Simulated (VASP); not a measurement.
# KF (F-43m) in VASP: a series of runs

KF is run at these levels: PBEsol, PBE; tasks: vibrations by perturbation theory, dielectric tensor.

All numbers are computed with VASP 6.6.1; they aren't measurements. Logs are shortened: lines on timing, memory, paths and dates and some standing lists are left out, and cuts for length are marked.

### 1 The cell of the first run

Symmetry: F-43m, No. 216, cubic system. The conventional cell has a = 5.847 Å, b = 5.847 Å, c = 5.847 Å, α = 90.00°, β = 90.00°, γ = 90.00°. K (site symmetry -43m) has 4 F at 2.53 Å within 3.3 Å. F (site symmetry -43m) has 4 K at 2.53 Å within 3.3 Å.

### 2 Vibrations by perturbation theory, PBEsol

INCAR

```
PREC = Accurate
ENCUT = 520
EDIFF = 1E-8
ISMEAR = 0
SIGMA = 0.01
LREAL = False
LASPH = True
NELM = 80
ALGO = Normal
ISIF = 2
LWAVE = False
LCHARG = False
GGA = PS
IBRION = 8
NSW = 1
LEPSILON = True
```

KPOINTS

```
Automatic mesh
0
Gamma
  6 6 6
```

POSCAR

```
KF
1.0
    0.0000000000      2.9233613798      2.9233613798
    2.9233613798      0.0000000000      2.9233613798
    2.9233613798      2.9233613798      0.0000000000
K F
1 1
Direct
    0.0000000000      0.0000000000      0.0000000000
    0.2500000000      0.2500000000      0.2500000000
```

Potentials or basis: VASP PAW PBE potentials, release 64 (K_sv, F).

Launch:

```
> cat potpaw_PBE.64/K_sv/POTCAR potpaw_PBE.64/F/POTCAR > POTCAR
> mpirun -np 1 vasp_std > vasp.out
```

OUTCAR:

```text
PREC = Accurate
   ENCUT = 520
   EDIFF = 1E-8
   ISMEAR = 0
   LREAL = False
   LASPH = True
   NELM = 80
   ISIF = 2
   GGA = PS
   IBRION = 8
   NSW = 1
   LEPSILON = True

 ion  position               nearest neighbor table
   1  0.000  0.000  0.000-   2 2.53   2 2.53   2 2.53   2 2.53
   2  0.250  0.250  0.250-   1 2.53   1 2.53   1 2.53   1 2.53

  LATTYP: Found a face centered cubic cell.
 ALAT       =     5.8467227596

  Lattice vectors:

 A1 = (   0.0000000000,   2.9233613798,   2.9233613798)
 A2 = (   2.9233613798,   0.0000000000,   2.9233613798)
 A3 = (   2.9233613798,   2.9233613798,   0.0000000000)

Analysis of symmetry for initial positions (statically):
=====================================================================
 Subroutine PRICEL returns:
 Original cell was already a primitive cell.

 Routine SETGRP: Setting up the symmetry group for a
 face centered cubic supercell.

 Subroutine GETGRP returns: Found 24 space group operations
 (whereof 24 operations were pure point group operations)
 out of a pool of 48 trial point group operations.

The static configuration has the point symmetry T_d .

Analysis of symmetry for dynamics (positions and initial velocities):
=====================================================================
 Subroutine PRICEL returns:
 Original cell was already a primitive cell.

 Routine SETGRP: Setting up the symmetry group for a
 face centered cubic supercell.

 Subroutine GETGRP returns: Found 24 space group operations
 (whereof 24 operations were pure point group operations)
 out of a pool of 48 trial point group operations.

The dynamic configuration has the point symmetry T_d .

 Subroutine INISYM returns: Found 24 space group operations
 (whereof 24 operations are pure point group operations),
 and found     1 'primitive' translations

----------------------------------------------------------------------------------------

                                     Primitive cell

[... 460 lines left out ...]
 ------------------------------------------------------
           1.760825     0.000000    -0.000000
          -0.000000     1.760825     0.000000
          -0.000000     0.000000     1.760825
 ------------------------------------------------------

 PIEZOELECTRIC TENSOR (including local field effects)  for field in x, y, z        (e  Angst)
          XX          YY          ZZ          XY          YZ          ZX
  --------------------------------------------------------------------------------
  x    -0.00000     0.00000     0.00000     0.00000    -0.39291    -0.00000
  y     0.00000     0.00000     0.00000    -0.00000    -0.00000    -0.39291
  z     0.00000     0.00000    -0.00000    -0.39291    -0.00000     0.00000

 PIEZOELECTRIC TENSOR (including local field effects)  for field in x, y, z        (C/m^2)
          XX          YY          ZZ          XY          YZ          ZX
  --------------------------------------------------------------------------------
  x    -0.00000     0.00000     0.00000     0.00000    -0.12599    -0.00000
  y     0.00000     0.00000     0.00000    -0.00000    -0.00000    -0.12599
  z     0.00000     0.00000    -0.00000    -0.12599    -0.00000     0.00000

 BORN EFFECTIVE CHARGES (including local field effects) (in |e|, cummulative output)
 ---------------------------------------------------------------------------------
 ion    1
    1     1.08355     0.00000     0.00000
    2    -0.00000     1.08355     0.00000
    3     0.00000    -0.00000     1.08355
 ion    2
    1    -1.08355    -0.00000    -0.00000
    2     0.00000    -1.08355    -0.00000
    3    -0.00000     0.00000    -1.08355

 INTERNAL STRAIN TENSOR FOR ION    2 for displacements in x,y,z  (eV/Angst):
          X           Y           Z          XY          YZ          ZX
  --------------------------------------------------------------------------------
  x     0.00000     0.00000     0.00000     0.00000    -2.77213     0.00000
  y     0.00000     0.00000     0.00000     0.00000     0.00000    -2.77213
  z     0.00000     0.00000     0.00000    -2.77213     0.00000     0.00000

 SECOND DERIVATIVES (NOT SYMMETRIZED)
 ------------------------------------
               1X          1Y          1Z          2X          2Y          2Z
  1X    -2.183715    0.000000    0.000000    2.183715    0.000000    0.000000
  1Y     0.000000   -2.183715    0.000000    0.000000    2.183715    0.000000
  1Z     0.000000    0.000000   -2.183715    0.000000    0.000000    2.183715
  2X     2.188095    0.000000    0.000000   -2.188095    0.000000    0.000000
  2Y     0.000000    2.188095    0.000000    0.000000   -2.188095    0.000000
  2Z     0.000000    0.000000    2.188095    0.000000    0.000000   -2.188095

 Eigenvectors and eigenvalues of the dynamical matrix
 ----------------------------------------------------

   1 f  =    6.465224 THz    40.622198 2PiTHz  215.656649 cm-1    26.738005 meV
             X         Y         Z           dx          dy          dz
      0.000000  0.000000  0.000000    -0.536463   -0.196918    0.000000
      1.461681  1.461681  1.461681     0.770368    0.282777    0.000000
[... 21 lines left out ...]
   6 f/i=    0.003038 THz     0.019087 2PiTHz    0.101328 cm-1     0.012563 meV
             X         Y         Z           dx          dy          dz
      0.000000  0.000000  0.000000    -0.580272    0.580272    0.000000
      1.461681  1.461681  1.461681    -0.404085    0.404085    0.000000

--------------------------------------------------------------------------------------------------------

 MACROSCOPIC STATIC DIELECTRIC TENSOR IONIC CONTRIBUTION
 ------------------------------------------------------
           1.945158    -0.000000     0.000000
          -0.000000     1.945158     0.000000
           0.000000     0.000000     1.945158
 ------------------------------------------------------

 ELASTIC MODULI CONTR FROM IONIC RELAXATION (kBar)
 Direction    XX          YY          ZZ          XY          YZ          ZX
 --------------------------------------------------------------------------------
 XX          -0.0000     -0.0000      0.0000     -0.0000      0.0000      0.0000
 YY          -0.0000     -0.0000     -0.0000     -0.0000     -0.0000      0.0000
 ZZ           0.0000     -0.0000     -0.0000      0.0000     -0.0000      0.0000
 XY          -0.0000     -0.0000      0.0000   -111.5847     -0.0000      0.0000
 YZ           0.0000     -0.0000     -0.0000     -0.0000   -111.5847      0.0000
 ZX           0.0000      0.0000      0.0000      0.0000      0.0000   -111.5847
 --------------------------------------------------------------------------------

 PIEZOELECTRIC TENSOR IONIC CONTR  for field in x, y, z        (C/m^2)
          XX          YY          ZZ          XY          YZ          ZX
  --------------------------------------------------------------------------------
  x    -0.00000     0.00000     0.00000     0.00000     0.43838    -0.00000
  y    -0.00000    -0.00000    -0.00000    -0.00000    -0.00000     0.43838
  z     0.00000     0.00000    -0.00000     0.43838     0.00000     0.00000
```

Wall time 9.7 min (1 thread of Intel Xeon 8259CL, shared host); peak memory 0.25 GiB.

What came out:

| Quantity | Value |
| --- | --- |
| Electronic dielectric tensor (diagonal) | 1.76 |
| Born charges (mean of the diagonal) | K +1.08; F -1.08 e |
| Highest phonon frequency at Γ, LO-TO splitting left out | 216 cm⁻¹ |

Phonon frequencies in cm⁻¹ (negative: imaginary):
```csv
q point,frequencies
"(0.000, 0.000, 0.000)",0 0 0 216 216 216
```

Electronic dielectric tensor:
```
1.76 0.00 0.00
0.00 1.76 0.00
0.00 0.00 1.76
```

Born effective charge tensors (e):
atom 1, K
```
1.08 0.00 0.00
0.00 1.08 0.00
0.00 0.00 1.08
```
atom 2, F
```
-1.08  0.00  0.00
 0.00 -1.08  0.00
 0.00  0.00 -1.08
```

Caveat: the structure was generated, so it needn't be the stable form of KF; the PAW data sets were made with another functional, which shifts forces and pressure a little.

### 3 Dielectric tensor, PBE

This run uses another cell than the first one, of 25.29 Å³/atom.

INCAR

```
  PREC = Accurate
  ENCUT = 520
  EDIFF = 1E-8
  ISMEAR = 0
  SIGMA = 0.01
  LREAL = False
  LASPH = True
  NELM = 80
  ALGO = Normal
  ISIF = 2
  LWAVE = False
  LCHARG = False
  GGA = PE
  LEPSILON = True
```

KPOINTS is that of step 2.

POSCAR

```
KF
1.0
    0.0000000000      2.9354012355      2.9354012355
    2.9354012355      0.0000000000      2.9354012355
    2.9354012355      2.9354012355      0.0000000000
K F
1 1
Direct
    0.0000000000      0.0000000000      0.0000000000
    0.2500000000      0.2500000000      0.2500000000
```

Potentials or basis: VASP PAW PBE potentials, release 64 (K_sv, F).

Launch:

```
> cat potpaw_PBE.64/K_sv/POTCAR potpaw_PBE.64/F/POTCAR > POTCAR
> mpirun -np 1 vasp_std > vasp.out
```

OUTCAR:

```text
PREC = Accurate
   ENCUT = 520
   EDIFF = 1E-8
   ISMEAR = 0
   LREAL = False
   LASPH = True
   NELM = 80
   ISIF = 2
   GGA = PE
   LEPSILON = True

 ion  position               nearest neighbor table
   1  0.000  0.000  0.000-   2 2.54   2 2.54   2 2.54   2 2.54
   2  0.250  0.250  0.250-   1 2.54   1 2.54   1 2.54   1 2.54

  LATTYP: Found a face centered cubic cell.
 ALAT       =     5.8708024710

  Lattice vectors:

 A1 = (   0.0000000000,   2.9354012355,   2.9354012355)
 A2 = (   2.9354012355,   0.0000000000,   2.9354012355)
 A3 = (   2.9354012355,   2.9354012355,   0.0000000000)

Analysis of symmetry for initial positions (statically):
=====================================================================
[... 473 lines left out ...]
     0.00005 -0.12050  0.00000
    -0.12050  0.00005  0.00000
     0.00000  0.00000 -0.00008

 MACROSCOPIC STATIC DIELECTRIC TENSOR (including local field effects in DFT)
 ------------------------------------------------------
           1.746213     0.000000    -0.000000
          -0.000000     1.746213    -0.000000
           0.000000    -0.000000     1.746213
 ------------------------------------------------------

 PIEZOELECTRIC TENSOR (including local field effects)  for field in x, y, z        (e  Angst)
          XX          YY          ZZ          XY          YZ          ZX
  --------------------------------------------------------------------------------
  x    -0.00000    -0.00000    -0.00000     0.00000    -0.38158     0.00000
  y    -0.00000    -0.00000    -0.00000     0.00000     0.00000    -0.38158
  z    -0.00000    -0.00000     0.00000    -0.38158     0.00000     0.00000

 PIEZOELECTRIC TENSOR (including local field effects)  for field in x, y, z        (C/m^2)
          XX          YY          ZZ          XY          YZ          ZX
  --------------------------------------------------------------------------------
  x    -0.00000    -0.00000    -0.00000     0.00000    -0.12085     0.00000
  y    -0.00000    -0.00000    -0.00000     0.00000     0.00000    -0.12085
  z    -0.00000    -0.00000     0.00000    -0.12085     0.00000     0.00000

 BORN EFFECTIVE CHARGES (including local field effects) (in |e|, cummulative output)
 ---------------------------------------------------------------------------------
 ion    1
    1     1.08016     0.00000     0.00000
    2     0.00000     1.08016     0.00000
    3     0.00000     0.00000     1.08016
 ion    2
    1    -1.08016     0.00000     0.00000
    2     0.00000    -1.08016     0.00000
    3     0.00000     0.00000    -1.08016
```

OSZICAR:

```text
N       E                     dE             d eps       ncg     rms          rms(c)
DAV:   1     0.115106400725E+03    0.11511E+03   -0.78584E+03   384   0.122E+03
DAV:   2    -0.381622975342E+01   -0.11892E+03   -0.11010E+03   512   0.311E+02
[... 12 lines left out ...]
RMM:   9    -0.115418473762E+00   -0.99253E-05   -0.76145E-06  2816   0.808E-03    0.177E-03
RMM:  10    -0.115422261932E+00   -0.37882E-05   -0.27070E-08  2775   0.344E-03    0.879E-04
RMM:  11    -0.115424215955E+00   -0.19540E-05   -0.17037E-05  2708   0.162E-03    0.133E-04
RMM:  12    -0.115424450820E+00   -0.23487E-06   -0.30254E-06  2740   0.840E-04    0.125E-04
RMM:  13    -0.115424673974E+00   -0.22315E-06   -0.54608E-07  2592   0.474E-04    0.356E-05
RMM:  14    -0.115424824920E+00   -0.15095E-06    0.39443E-07  2367   0.316E-04    0.119E-05
RMM:  15    -0.115424831336E+00   -0.64161E-08    0.38566E-07  1992   0.257E-04    0.430E-06
```

Wall time 6.4 min (1 thread of Intel Xeon 8259CL, shared host); peak memory 0.24 GiB.

What came out:

```yaml
Band_gap_on_the_k_mesh: 5.16 eV (least direct gap 5.37 eV)
Electronic_dielectric_tensor_diagonal: 1.75
Born_charges_mean_of_the_diagonal: K +1.08; F -1.08 e
```

Levels at points of the mesh, in eV from the valence-band top:
```
           k point  band 5  band 6  band 7  band 8  band 9  band 10  band 11  band 12
(0.00, 0.00, 0.00)   -9.59   -0.21   -0.21   -0.21    5.16    11.76    11.78    11.90
(0.50, 0.00, 0.00)   -9.64   -0.27   -0.12   -0.12    8.01     9.21    10.90    10.90
(0.50, 0.50, 0.00)   -9.62   -0.45    0.00    0.00    8.26     8.38    12.31    12.94
```

Electronic dielectric tensor:
```
1.75 0.00 0.00
0.00 1.75 0.00
0.00 0.00 1.75
```

Born effective charge tensors (e):
atom 1, K
```
1.08 0.00 0.00
0.00 1.08 0.00
0.00 0.00 1.08
```
atom 2, F
```
-1.08  0.00  0.00
 0.00 -1.08  0.00
 0.00  0.00 -1.08
```

Caveat: the structure was generated, so it needn't be the stable form of KF.
